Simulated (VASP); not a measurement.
The system is NaCl.

```
Cl Na
1.0
     3.57088    0.00000    0.00000
     0.00000    3.57088    0.00000
     0.00000    0.00000    3.57088
Cl Na
1 1
Direct
  0.50000 0.50000 0.50000
  0.00000 0.00000 0.00000
```

Base run:

| Property | Result |
| --- | --- |
| Program | VASP 6.6.1 |
| Functional | PBEsol |
| Potentials or basis | VASP PAW PBE potentials, release 64 (Cl, Na_pv) |
| Cutoff | 520 eV |
| k mesh | 8 × 8 × 8 |
| Occupations | fermi-dirac, width 0.05 eV |
| Spin | no spin polarisation |

Its results: band gap on the k mesh 3.66 eV, indirect (least direct gap 4.12 eV); pressure -2.4 GPa.

The run is repeated on the same cell with these changes: functional from PBEsol to r2SCAN. What comes out?

Band gap on the k mesh 4.61 eV, indirect (least direct gap 5.07 eV); pressure -2.4 GPa.

r2SCAN gives the wider gap, since meta-GGAs in the generalised Kohn-Sham scheme recover part of the derivative discontinuity.

Caveats: the PAW data sets were made with another functional, which shifts forces and pressure a little.

A k mesh can miss the band edges.
